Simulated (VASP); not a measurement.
**CdS: single point with PBEsol**

Crystal: CdS.

```
Cd S
1.0
     4.15000    0.00000    0.00000
    -2.07500    3.59401    0.00000
     0.00000    0.00000    6.73700
Cd S
2 2
Direct
  0.33333 0.66667 0.00000
  0.66667 0.33333 0.50000
  0.33333 0.66667 0.37500
  0.66667 0.33333 0.87500
```

```json
{
  "Program": "VASP 6.6.1",
  "Task": "single point",
  "Functional": "PBEsol",
  "Potentials or basis": "VASP PAW PBE potentials, release 64 (Cd, S)",
  "Cutoff": "520 eV",
  "k mesh": "6 × 6 × 4",
  "Occupations": "fermi-dirac, width 0.02 eV",
  "Spin": "non-collinear spin, zero start, spin-orbit coupling",
  "Starting moments": "[[0.0, 0.0, 0.0], [0.0, 0.0, 0.0], [0.0, 0.0, 0.0], [0.0, 0.0, 0.0]] μB",
  "Dipole correction": "no",
  "Further INCAR settings": "ALGO = Normal; EDIFF = 1e-06; NBANDS = 50"
}
```

```yaml
Pressure: -0.6 GPa
Largest_force: 0.066 eV/Å
Net_moment: 0.00 μB per cell
Valence_electrons_inside_the_program's_atomic_spheres: Cd 10.31; S 3.69
```

Forces on the atoms (eV/Å):
```
Cd   0.000  0.000 -0.066
Cd   0.000  0.000 -0.066
S    0.000  0.000  0.066
S    0.000  0.000  0.066
```

Stress tensor (GPa, compression positive):
```
-0.82  0.00  0.00
 0.00 -0.82  0.00
 0.00  0.00 -0.25
```

Moments on the atoms (μB; x, y, z):
```
Cd  0.00 0.00 0.00
Cd  0.00 0.00 0.00
S   0.00 0.00 0.00
S   0.00 0.00 0.00
```

Wall time 6.2 min on 1 thread of AMD EPYC 7R13, on a shared host, peak memory 0.49 GiB.

Caveat: the PAW data sets were made with another functional, which shifts forces and pressure a little.
